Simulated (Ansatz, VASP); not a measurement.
# Mg in VASP and in Ansatz

Contents of INCAR:

```
ALGO = Normal ; EDIFF = 1E-6
ENCUT = 520 ; GGA = PS
ISIF = 2 ; ISMEAR = 0
LASPH = T ; LCHARG = F
LREAL = F ; LWAVE = F
NBANDS = 9 ; NELM = 80
PREC = Accurate ; SIGMA = 0.1
```

The input KPOINTS:

```
k-points
0
Gamma
  6 6 4
```

Contents of POSCAR:

```
Mg
1.0
    3.1720232900      0.0000000000      0.0000000000
   -1.5860116400      2.7470527500      0.0000000000
    0.0000000000      0.0000000000      5.1412049000
Mg
2
Direct
    0.3333333300      0.6666666700      0.2500000000
    0.6666666700      0.3333333300      0.7500000000
```

Input for Ansatz:

```yaml
crystal:
  lattice:
    - [3.17202329, 0.0, 0.0]
    - [-1.58601164, 2.74705275, 0.0]
    - [0.0, 0.0, 5.1412049]
  atoms:
    - { symbol: Mg, position: [0.33333333, 0.66666667, 0.25] }
    - { symbol: Mg, position: [0.66666667, 0.33333333, 0.75] }
basis:
  ecutwfc: 420
kpoints:
  mp_grid: { grid: [6, 6, 4] }
hamiltonian:
  xc: pbesol
scf:
  occupations: { method: gaussian, width: 0.1 }
output:
  forces: true
  stress: true
  eigenvalues: true
```

Alike in both runs: task single point; functional PBEsol; k mesh 6 × 6 × 4; occupations gaussian, width 0.1 eV; no spin polarisation.

|  | VASP | Ansatz |
| --- | --- | --- |
| version | VASP 6.6.1 | Ansatz 0.2.0 |
| potentials or method | VASP PAW PBE potentials, release 64 (Mg), cutoff 520 eV | scalar-relativistic, plane waves, PAW |
| valence electrons in the cell | 4 | 20 |

VASP gave:

- gap on the k mesh at the Fermi level (eV): none
- pressure (GPa): 0.2
- traceless stress, the component that is largest in VASP (GPa): 0.24

Question: What did Ansatz give for the same quantities?

Answer: gap on the k mesh at the Fermi level (eV): none; pressure (GPa): 0.3; traceless stress, the component that is largest in VASP (GPa): 0.23.

VASP's potentials were made for PBE, not for PBEsol. A gap of «none» marks a metal or a gap that the smearing closes. The functional is the same, so the differences come from potentials, cutoffs and numerics. VASP's potentials hold 4 valence electrons a cell and Ansatz's 20, so a difference there can come from the potentials and not from the codes.

The k mesh is coarse, so the values compare programs but aren't converged.
